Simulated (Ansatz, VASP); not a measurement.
Cu in VASP and in Ansatz

```
CELL_PARAMETERS angstrom
-1.44279 1.44279 1.37608
1.44279 -1.44279 1.37608
1.44279 1.44279 -1.37608
ATOMIC_POSITIONS crystal
Cu 0.00000 0.00000 0.00000
```

Alike in both runs: task single point; functional PBE; k mesh 20 × 20 × 20; occupations gaussian, width 0.01 eV; no spin polarisation.

|  | VASP | Ansatz |
| --- | --- | --- |
| version | VASP 6.6.1 | Ansatz 0.2.0 |
| potentials or method | VASP PAW PBE potentials, release 64 (Cu), cutoff 520 eV | scalar-relativistic, plane waves, PAW |
| valence electrons in the cell | 11 | 19 |

Ansatz gave:

- gap on the k mesh at the Fermi level (eV): none
- pressure (GPa): 7.2
- traceless stress, the component that is largest in VASP (GPa): -0.41

Q: Estimate VASP's values.

A: gap on the k mesh at the Fermi level (eV): none; pressure (GPa): 7.8; traceless stress, the component that is largest in VASP (GPa): -0.41.

A gap of «none» marks a metal or a gap that the smearing closes. VASP's potentials hold 11 valence electrons a cell and Ansatz's 19, so a difference there can come from the potentials and not from the codes.
